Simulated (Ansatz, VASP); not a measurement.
GaN: VASP beside Ansatz

Contents of INCAR:

```
SYSTEM = GaN
  PREC = Accurate
  ENCUT = 520
  EDIFF = 1E-6
  ISMEAR = 0
  SIGMA = 0.05
  LREAL = .False.
  LASPH = .True.
  NELM = 80
  ALGO = Normal
  ISIF = 2
  LWAVE = .False.
  LCHARG = .False.
  GGA = PE
  NBANDS = 16
```

File KPOINTS:

```
Automatic mesh
0
Gamma
  10 10 10
  0 0 0
```

File POSCAR:

```
GaN
1.0
    0.0000000000      2.3098381227      2.2535006075
    2.3098381227      0.0000000000      2.2535006075
    2.3098381227      2.3098381227      0.0000000000
Ga N
1 1
Direct
    0.0000000000      0.0000000000      0.0000000000
    0.7500000000      0.7500000000      0.7500000000
```

Input for Ansatz:

```yaml
crystal:
  lattice:
    - [0.0, 2.3098381227, 2.2535006075]
    - [2.3098381227, 0.0, 2.2535006075]
    - [2.3098381227, 2.3098381227, 0.0]
  atoms:
    - { symbol: Ga, position: [0.0, 0.0, 0.0] }
    - { symbol: "N", position: [0.75, 0.75, 0.75] }
basis:
  ecutwfc: 420
kpoints:
  mp_grid: { grid: [10, 10, 10] }
hamiltonian:
  xc: pbe
scf:
  occupations: { method: gaussian, width: 0.05 }
output:
  forces: true
  stress: true
  eigenvalues: true
```

Change from the starting cell: strain +0.025 along x and y, +0.000 along z, atoms carried along.

Alike in both runs: task single point; functional PBE; k mesh 10 × 10 × 10; occupations gaussian, width 0.05 eV; no spin polarisation.

```csv
,VASP,Ansatz
version,VASP 6.6.1,Ansatz 0.2.0
potentials or method,"VASP PAW PBE potentials, release 64 (Ga_d, N), cutoff 520 eV","scalar-relativistic, plane waves, PAW"
valence electrons in the cell,18,18
```

```tsv
	VASP	Ansatz	Ansatz less VASP
gap on the k mesh at the Fermi level (eV)	1.33	1.33	-0.004
least direct gap on the mesh (eV)	1.33	1.33	-0.004
pressure (GPa)	-3.5	-3.6	-0.13
traceless stress, the component that is largest in VASP (GPa)	1.93	1.93	+0.001
```

With one functional, cell and mesh, what is left measures potentials, basis and numerics.
